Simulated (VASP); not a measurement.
# KI (Cmcm) in VASP: further runs

Runs on KI. Level: PBE. Tasks: single point.

Program: VASP 6.6.1. These are calculated values, not measurements. Logs are shortened: lines on timing, memory, paths and dates and some standing lists are left out, and cuts for length are marked.

## 1. The cell of the first run

The structure is orthorhombic, space group Cmcm (No. 63). The conventional cell has a = 5.025 Å, b = 8.510 Å, c = 8.677 Å, α = 90.00°, β = 90.00°, γ = 90.00°. Within 4.7 Å of K (site symmetry 2/m) lie 6 I at 3.59 to 3.62 Å and 2 K at 4.34 Å. Within 4.7 Å of I (site symmetry m2m) lie 6 K at 3.59 to 3.62 Å.

## 2. Single point, PBE

Contents of INCAR:

```
ALGO     = Normal         # electronic algorithm
EDIFF    = 1E-7           # SCF threshold, eV
ENCUT    = 520            # plane-wave cutoff, eV
GGA      = PE             # functional
ISIF     = 2              # what is computed and relaxed
ISMEAR   = 0              # smearing method
LASPH    = True           # aspherical terms in the spheres
LCHARG   = False          # write CHGCAR
LREAL    = False          # projectors in reciprocal space
LWAVE    = False          # write WAVECAR
NBANDS   = 24             # bands
NELECT   = 31.75        
NELM     = 100            # most SCF steps
PREC     = Accurate       # precision mode
SIGMA    = 0.05           # smearing width, eV
```

Contents of KPOINTS:

```
k-points
0
Gamma
  8 8 4
```

Contents of POSCAR:

```
KI
1.0
    2.5126600000     -4.2552270000      0.0000000000
    2.5126600000      4.2552270000      0.0000000000
    0.0000000000      0.0000000000      8.6765890000
K I
2 2
Direct
    0.5000000000      0.5000000000      0.5000000000
    0.5000000000      0.5000000000      0.0000000000
    0.8402300000      0.1597700000      0.2500000000
    0.1597700000      0.8402300000      0.7500000000
```

Potentials or basis: VASP PAW PBE potentials, release 64 (K_sv, I).

Launch:

```bash
cat potpaw_PBE.64/K_sv/POTCAR potpaw_PBE.64/I/POTCAR > POTCAR
mpirun -np 1 vasp_std > vasp.out
```

OUTCAR:

```text
EDIFF = 1E-7
   ENCUT = 520
   GGA = PE
   ISIF = 2
   ISMEAR = 0
   LASPH = True
   LREAL = False
   NELECT = 31.75
   NELM = 100
   PREC = Accurate

 ion  position               nearest neighbor table
   1  0.500  0.500  0.500-   4 3.59   3 3.59   4 3.59   3 3.59   3 3.62   4 3.62
   2  0.500  0.500  0.000-   4 3.59   3 3.59   4 3.59   3 3.59   3 3.62   4 3.62
   3  0.840  0.160  0.250-   1 3.59   2 3.59   1 3.59   2 3.59   1 3.62   2 3.62
   4  0.160  0.840  0.750-   1 3.59   2 3.59   1 3.59   2 3.59   1 3.62   2 3.62

  LATTYP: Found a base centered orthorhombic cell.
 ALAT       =     5.0253200000
 B/A-ratio  =     1.6935148408
 C/A-ratio  =     1.7265744271

  Lattice vectors:

 A1 = (   2.5126600000,  -4.2552270000,   0.0000000000)
 A2 = (   2.5126600000,   4.2552270000,   0.0000000000)
 A3 = (   0.0000000000,   0.0000000000,   8.6765890000)

Analysis of symmetry for initial positions (statically):
=====================================================================
 Subroutine PRICEL returns:
 Original cell was already a primitive cell.

 Routine SETGRP: Setting up the symmetry group for a
 base centered orthorhombic supercell.

 Subroutine GETGRP returns: Found  8 space group operations
 (whereof  4 operations were pure point group operations)
 out of a pool of  8 trial point group operations.

The static configuration has the point symmetry C_2h.
 The point group associated with its full space group is D_2h.

Analysis of symmetry for dynamics (positions and initial velocities):
=====================================================================
 Subroutine PRICEL returns:
 Original cell was already a primitive cell.

 Routine SETGRP: Setting up the symmetry group for a
 base centered orthorhombic supercell.

 Subroutine GETGRP returns: Found  8 space group operations
 (whereof  4 operations were pure point group operations)
 out of a pool of  8 trial point group operations.

The dynamic configuration has the point symmetry C_2h.
 The point group associated with its full space group is D_2h.

 Subroutine INISYM returns: Found  8 space group operations
 (whereof  4 operations are pure point group operations),
 and found     1 'primitive' translations

----------------------------------------------------------------------------------------

                                     Primitive cell

  volume of cell :     185.5391

  direct lattice vectors                    reciprocal lattice vectors
     2.512660000 -4.255227000  0.000000000     0.198992303 -0.117502545  0.000000000
     2.512660000  4.255227000  0.000000000     0.198992303  0.117502545  0.000000000
     0.000000000  0.000000000  8.676589000     0.000000000  0.000000000  0.115252664

  length of vectors
     4.941701842  4.941701842  8.676589000     0.231094752  0.231094752  0.115252664

  position of ions in fractional coordinates (direct lattice)
     0.500000000  0.500000000  0.500000000
     0.500000000  0.500000000  0.000000000
     0.840230000  0.159770000  0.250000000
     0.159770000  0.840230000  0.750000000

  ion indices of the primitive-cell ions
   primitive index   ion index
                 1           1
                 2           2
                 3           3
                 4           4

----------------------------------------------------------------------------------------

 KPOINTS: k-points

Automatic generation of k-mesh.
 Grid dimensions read from file:
 generate k-points for:    8    8    4

 Generating k-lattice:

  Cartesian coordinates                     Fractional coordinates (reciprocal lattice)
     0.024874038 -0.014687818  0.000000000     0.125000000  0.000000000  0.000000000
     0.024874038  0.014687818  0.000000000     0.000000000  0.125000000  0.000000000
     0.000000000  0.000000000  0.028813166     0.000000000  0.000000000  0.250000000

  Length of vectors
     0.028886844  0.028886844  0.028813166

  Shift w.r.t. Gamma in fractional coordinates (k-lattice)
     0.000000000  0.000000000  0.000000000

 Subroutine IBZKPT returns following result:
 ===========================================

 Found     63 irreducible k-points:

 Following reciprocal coordinates:
            Coordinates               Weight
  0.000000  0.000000  0.000000      1.000000
  0.125000 -0.000000  0.000000      4.000000
  0.250000 -0.000000  0.000000      4.000000
  0.375000  0.000000  0.000000      4.000000
  0.500000 -0.000000  0.000000      2.000000
  0.125000  0.125000  0.000000      2.000000
[... 16 lines left out ...]
  0.125000 -0.000000  0.250000      8.000000
  0.250000 -0.000000  0.250000      8.000000
 [... further k-points ...]
   k-points           NKPTS =     63   k-points in BZ     NKDIM =     63   number of bands    NBANDS=     24
   number of dos      NEDOS =    301   number of ions     NIONS =      4
   total plane-waves  NPLWV = 112000
   dimension x,y,z NGX =    40 NGY =   40 NGZ =   70
   dimension x,y,z NGXF=    80 NGYF=   80 NGZF=  140
   ions per type =               2   2
   NGX,Y,Z   is equivalent  to a cutoff of  13.46, 13.46, 13.41 a.u.
   NGXF,Y,Z  is equivalent  to a cutoff of  26.91, 26.91, 26.82 a.u.
 SYSTEM =  unknown system
   PREC   = accura    normal or accurate (medium, high low for compatibility)
   ISTART =      0    job   : 0-new  1-cont  2-samecut
   ICHARG =      2    charge: 1-file 2-atom 10-const
   ISPIN  =      1    spin polarized calculation?
   LNONCOLLINEAR =      F non collinear calculations
   LSORBIT =      F    spin-orbit coupling
   LASPH  =      T    aspherical Exc in radial PAW
   ENCUT  =  520.0 eV  38.22 Ry    6.18 a.u.   9.19  9.19 16.13*2*pi/ulx,y,z
   NELM   =    100;   NELMIN=  2; NELMDL= -5     # of ELM steps
   EDIFF  = 0.1E-06   stopping-criterion for ELM
   LREAL  =      F    real-space projection
   EDIFFG = 0.1E-05   stopping-criterion for IOM
   NSW    =      0    number of steps for IOM
   IBRION =     -1    ionic relax: 0-MD 1-quasi-New 2-CG
   NFREE  =      0    steps in history (QN), initial steepest desc. (CG)
   ISIF   =      2    stress and relaxation
   ISYM   =      2    0-nonsym 1-usesym 2-fastsym
   POTIM  = 0.5000    time-step for ionic-motion
   TEBEG  =    0.0;   TEEND  =   0.0 temperature during run
   PSTRESS=    0.0 pullay stress
   NELECT =      31.7500    total number of electrons
   NUPDOWN=      -1.0000    fix difference up-down
   EMIN   =  10.00;   EMAX   =-10.00  energy-range for DOS
   EFERMI =   0.00;   METHOD = LEGACY
   ISMEAR =     0;   SIGMA  =   0.05  broadening in eV -4-tet -1-fermi 0-gaus
   EFERMI_NEDOS =   21; number of points for ismear=-14 and -15
   IALGO  =     38    algorithm
   IMIX   =      4    mixing-type and parameters
     AMIX     =   0.40;   BMIX     =  1.00
     AMIX_MAG =   1.60;   BMIX_MAG =  1.00
  volume/ion in A,a.u.               =      46.38       313.02
  Fermi-wavevector in a.u.,A,eV,Ry     =   0.908889  1.717551 11.239493  0.826079
  Thomas-Fermi vector in A             =   2.032869
   LORBIT       =      0    0 simple, 1 ext, 2 COOP (PROOUT), +10 PAW based schemes
   GGA     = PE    functional components
   LHFCALC =     F    Hartree Fock is set to
   AEXX    =    0.0000 exact exchange contribution
   IVDW    =     0    specifies the selected vdW correction
   LEPSILON=     F    determine dielectric tensor
   LRPA    =     F    only Hartree local field effects (RPA)
 non-spin polarized calculation
 Gauss-broadening in eV      SIGMA  =   0.05
  energy-cutoff  :      520.00
  volume of cell :      185.54
 maximum number of plane-waves:      5034
 NGX is ok and might be reduce to    40
   NGX = 19   NGY = 19   NGZ = 33

 number of electron      31.7499999 magnetization

 Free energy of the ion-electron system (eV)
  ---------------------------------------------------
  ext. energy  EPLUGINS =         0.00000000
  ---------------------------------------------------
  free energy    TOTEN  =       -10.87508662 eV

  energy without entropy =      -10.86998995  energy(sigma->0) =      -10.87253829

 E-fermi :  -0.8097     XC(G=0):  -6.9282

 val. band max:       -0.8186814107   @ k =   0.1250   0.1250   0.0000
 cond. band min:      -0.8008047894   @ k =  -0.1250   0.1250   0.2500
 fundamental gap:      0.0178766213
 Fermi energy:        -0.8097427214

 k-point     1 :       0.0000    0.0000    0.0000
  band No.  band energies     occupation
      1     -29.2271      2.00000
      2     -29.2230      2.00000
      3     -12.8642      2.00000
      4     -12.7115      2.00000
      5     -12.7089      2.00000
      6     -12.7009      2.00000
[... 16 lines left out ...]
     23       6.3753      0.00000
     24       6.9564      0.00000

 k-point     2 :       0.1250   -0.0000    0.0000
  band No.  band energies     occupation
      1     -29.2269      2.00000
      2     -29.2228      2.00000
      3     -12.8529      2.00000
      4     -12.7262      2.00000
      5     -12.7122      2.00000
      6     -12.7044      2.00000
[... 16 lines left out ...]
     23       6.4559      0.00000
     24       6.7887      0.00000

 k-point     3 :       0.2500   -0.0000    0.0000
  band No.  band energies     occupation
      1     -29.2264      2.00000
      2     -29.2224      2.00000
      3     -12.8269      2.00000
      4     -12.7621      2.00000
      5     -12.7164      2.00000
      6     -12.7156      2.00000
[... 16 lines left out ...]
     23       6.7810      0.00000
     24       6.9651      0.00000
[... 514 lines left out ...]
 k-point    23 :       0.1250   -0.0000    0.2500
  band No.  band energies     occupation
      1     -29.2263      2.00000
      2     -29.2234      2.00000
      3     -12.8319      2.00000
      4     -12.7315      2.00000
      5     -12.7111      2.00000
      6     -12.7087      2.00000
[... 16 lines left out ...]
     23       6.5188      0.00000
     24       6.6922      0.00000

 k-point    24 :       0.2500   -0.0000    0.2500
  band No.  band energies     occupation
      1     -29.2258      2.00000
      2     -29.2230      2.00000
      3     -12.8102      2.00000
      4     -12.7598      2.00000
      5     -12.7210      2.00000
      6     -12.7139      2.00000
[... 16 lines left out ...]
     23       6.7790      0.00000
     24       7.1471      0.00000

 [... further k-points ...]

------------------------ aborting loop because EDIFF is reached ----------------------------------------

  FORCE on cell =-STRESS in cart. coord.  units (eV):
  Direction    XX          YY          ZZ          XY          YZ          ZX
  --------------------------------------------------------------------------------------
  -------------------------------------------------------------------------------------
  Total       -1.2708623     -1.3486109     -0.8434720      0.0000000      0.0000000      0.0000000
  in kB      -10.9742181    -11.6455973     -7.2835945      0.0000000      0.0000000      0.0000000
  external PRESSURE =      -9.9678033 kB  Pullay stress =       0.0000000 kB

 VOLUME and BASIS-vectors are now :
 -----------------------------------------------------------------------------
  energy-cutoff  :      520.00
  volume of cell :      185.54
      direct lattice vectors                 reciprocal lattice vectors
     2.512660000 -4.255227000  0.000000000     0.198992303 -0.117502545  0.000000000
     2.512660000  4.255227000  0.000000000     0.198992303  0.117502545  0.000000000
     0.000000000  0.000000000  8.676589000     0.000000000  0.000000000  0.115252664

 POSITION                                       TOTAL-FORCE (eV/Angst)
 -----------------------------------------------------------------------------------
      2.51266      0.00000      4.33829        -0.000000      0.000000      0.000000
      2.51266      0.00000      0.00000         0.000000      0.000000      0.000000
      2.51266     -2.89551      2.16915         0.000000      0.024329      0.000000
      2.51266      2.89551      6.50744         0.000000     -0.024329      0.000000
 -----------------------------------------------------------------------------------
    total drift:                               -0.000000      0.000000     -0.000000

  FREE ENERGIE OF THE ION-ELECTRON SYSTEM (eV)
  ---------------------------------------------------
  free  energy   TOTEN  =       -10.8750866216 eV

  energy  without entropy=      -10.8699899539  energy(sigma->0) =      -10.87253829
```

Wall time 3.3 min (1 thread of AMD EPYC 9R45 (Zen 5), shared host); peak memory 0.44 GiB.

What came out:

```
Free energy   : -10.8751 eV
Largest force : 0.024 eV/Å
```

Forces in eV/Å, atoms in the order of the input:
```
K    0.000  0.000  0.000
K    0.000  0.000  0.000
I    0.000  0.024  0.000
I    0.000 -0.024  0.000
```

Caveat: the cell carries a net charge on a neutralising background, which shifts energy and pressure; the cell is charged against a uniform background, so pressure and absolute levels hang on convention; spin-orbit coupling is left out, which moves the levels of the heavy elements.

## 3. Single point, PBE

Contents of INCAR:

```
  PREC = Accurate
  ENCUT = 520
  EDIFF = 1E-7
  ISMEAR = 0
  SIGMA = 0.05
  LREAL = F
  LASPH = T
  NELM = 60
  ALGO = Normal
  ISIF = 2
  LWAVE = F
  LCHARG = F
  GGA = PE
  NBANDS = 24
```

Contents of KPOINTS:

```
Automatic mesh
0
Gamma
  8 8 4
```

POSCAR is that of step 2.

Potentials or basis: VASP PAW PBE potentials, release 64 (K_sv, I).

Launch:

```bash
cat potpaw_PBE.64/K_sv/POTCAR potpaw_PBE.64/I/POTCAR > POTCAR
mpirun -np 1 vasp_std > vasp.out
```

Wall time 3.2 min (1 thread of AMD EPYC 9R45 (Zen 5), shared host); peak memory 0.44 GiB.

Results (log left out):

- Free energy: -11.0527 eV
- Pressure: 0.0 GPa
- Largest force: 0.033 eV/Å
- Band gap on the k mesh: 3.74 eV

Forces on the atoms (eV/Å):
```
K    0.000  0.000  0.000
K    0.000  0.000  0.000
I    0.000  0.033  0.000
I    0.000 -0.033  0.000
```

Levels at points of the mesh, in eV from the valence-band top:
```csv
k point,band 13,band 14,band 15,band 16,band 17,band 18,band 19,band 20
"(0.00, 0.00, 0.00)",-0.25,-0.20,-0.06,0.00,3.74,5.46,5.69,6.59
"(0.50, 0.00, 0.00)",-0.68,-0.55,-0.33,-0.33,5.11,5.66,5.71,6.80
"(0.50, 0.50, 0.00)",-0.62,-0.61,-0.41,-0.40,5.04,5.74,5.83,6.79
"(0.00, 0.00, 0.50)",-0.19,-0.19,-0.13,-0.13,4.81,4.81,6.28,6.28
"(0.50, 0.00, 0.50)",-0.52,-0.52,-0.33,-0.33,5.53,5.53,5.67,5.67
"(0.50, 0.50, 0.50)",-0.49,-0.49,-0.41,-0.41,5.49,5.49,5.67,5.67
```

Caveat: spin-orbit coupling is left out, which moves the levels of the heavy elements. A k mesh can miss the band edges.

## 4. Single point, PBE

This run uses another cell than the first one, of 51.95 Å³/atom.

Contents of INCAR:

```
SYSTEM = KI
PREC = Accurate ; ENCUT = 520
EDIFF = 1E-6 ; ISMEAR = 0
SIGMA = 0.05 ; LREAL = .FALSE.
LASPH = .TRUE. ; NELM = 100
ALGO = Normal ; ISIF = 2
LWAVE = .FALSE. ; LCHARG = .TRUE.
GGA = PE ; LELF = .TRUE.
LVHAR = .TRUE. ; NBANDS = 24
```

Contents of KPOINTS:

```
Automatic mesh
0
G
  8 8 4
  0 0 0
```

Contents of POSCAR:

```
KI
1.0
    2.6093944460     -4.4190482199      0.0000000000
    2.6093944460      4.4190482199      0.0000000000
    0.0000000000      0.0000000000      9.0106274413
K I
2 2
Direct
    0.5000000000      0.5000000000      0.5000000000
    0.5000000000      0.5000000000      0.0000000000
    0.8402300000      0.1597700000      0.2500000000
    0.1597700000      0.8402300000      0.7500000000
```

Launch:

```bash
cat potpaw_PBE.64/K_sv/POTCAR potpaw_PBE.64/I/POTCAR > POTCAR
mpirun -np 1 vasp_std > vasp.out
```

It took 2.9 min on 1 thread of AMD EPYC 9R45 (Zen 5), shared host; peak memory 0.46 GiB.

It converged, with:

* Free energy: -10.9859 eV
* Pressure: -0.9 GPa
* Largest force: 0.026 eV/Å
* Band gap on the k mesh: 3.52 eV

Forces on the atoms (eV/Å):
```
K    0.000  0.000  0.000
K    0.000  0.000  0.000
I    0.000  0.026  0.000
I    0.000 -0.026  0.000
```

Stress tensor (GPa, compression positive):
```
-0.93  0.00  0.00
 0.00 -0.81  0.00
 0.00  0.00 -0.97
```

Levels at points of the mesh, in eV from the valence-band top:
| k point | band 12 | band 13 | band 14 | band 15 | band 16 | band 17 | band 18 | band 19 | band 20 | band 21 |
| --- | --- | --- | --- | --- | --- | --- | --- | --- | --- | --- |
| (0.00, 0.00, 0.00) | -0.24 | -0.19 | -0.18 | -0.06 | 0.00 | 3.52 | 5.30 | 5.75 | 6.59 | 6.73 |
| (0.50, 0.00, 0.00) | -0.74 | -0.58 | -0.45 | -0.28 | -0.26 | 5.17 | 5.51 | 5.53 | 6.36 | 7.24 |
| (0.50, 0.50, 0.00) | -0.74 | -0.52 | -0.50 | -0.33 | -0.32 | 5.09 | 5.55 | 5.69 | 6.38 | 7.05 |
| (0.00, 0.00, 0.50) | -0.70 | -0.15 | -0.15 | -0.10 | -0.10 | 4.50 | 4.50 | 6.18 | 6.18 | 6.88 |
| (0.50, 0.00, 0.50) | -0.95 | -0.43 | -0.43 | -0.26 | -0.26 | 5.34 | 5.34 | 5.70 | 5.70 | 7.46 |
| (0.50, 0.50, 0.50) | -0.95 | -0.41 | -0.41 | -0.33 | -0.33 | 5.30 | 5.30 | 5.71 | 5.71 | 7.53 |

Caveat: spin-orbit coupling is left out, which moves the levels of the heavy elements. A k mesh can miss the band edges.
